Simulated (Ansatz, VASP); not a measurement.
## Ti2Tl in VASP and in Ansatz

```xyz
3
Lattice="1.7915 1.0343 5.4107 -1.7915 1.0343 5.4107 0.0000 -2.0686 5.4107" Properties=species:S:1:pos:R:3 pbc="T T T"
Ti    0.0000    0.0000   12.1742
Ti    0.0000    0.0000    4.0581
Tl    0.0000    0.0000    0.0000
```

Alike in both runs: task single point; functional PBE; k mesh 6 × 6 × 6; occupations gaussian, width 0.1 eV; no spin polarisation.

```csv
,VASP,Ansatz
version,VASP 6.6.1,Ansatz 0.2.0
potentials or method,"VASP PAW PBE potentials, release 64 (Ti_sv, Tl_d), cutoff 520 eV","scalar-relativistic, plane waves, PAW"
valence electrons in the cell,37,37
```

|  | VASP | Ansatz | Ansatz less VASP |
| --- | --- | --- | --- |
| gap on the k mesh at the Fermi level (eV) | none | none | - |
| rms of the force components (eV/Å) | 2.302 | 2.292 | -0.0100 |

Atom by atom the forces differ by 0.010 eV/Å (rms over components). A gap of «none» marks a metal or a gap that the smearing closes.

Spin-orbit coupling is off throughout.
